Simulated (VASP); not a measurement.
BeS:

```
Be S
1.0
     0.00000    2.43431    2.40996
     2.43431    0.00000    2.40996
     2.43431    2.43431    0.00000
Be S
1 1
Direct
  0.00000 0.00000 0.00000
  0.25000 0.25000 0.25000
```

This cell differs from its parent crystal: uniaxial z strain -1.0%.

Base run:

- Program: VASP 6.6.1
- Functional: r2SCAN
- Potentials or basis: VASP PAW PBE potentials, release 64 (Be, S)
- Cutoff: 520 eV
- k mesh: 10 × 10 × 10
- Occupations: gaussian, width 0.01 eV
- Spin: no spin polarisation

Its results: band gap on the k mesh 3.49 eV (least direct gap 6.22 eV); pressure 1.3 GPa.

Question: The run is repeated on the same cell with these changes: functional from r2SCAN to PBE; occupations from gaussian, width 0.01 eV to fermi-dirac, width 0.02 eV. What comes out?

Answer: Band gap on the k mesh 3.03 eV (least direct gap 5.63 eV); pressure 1.4 GPa.

Caveats: the PAW data sets were made with another functional, which shifts forces and pressure a little (at least some runs).

A k mesh can miss the band edges.
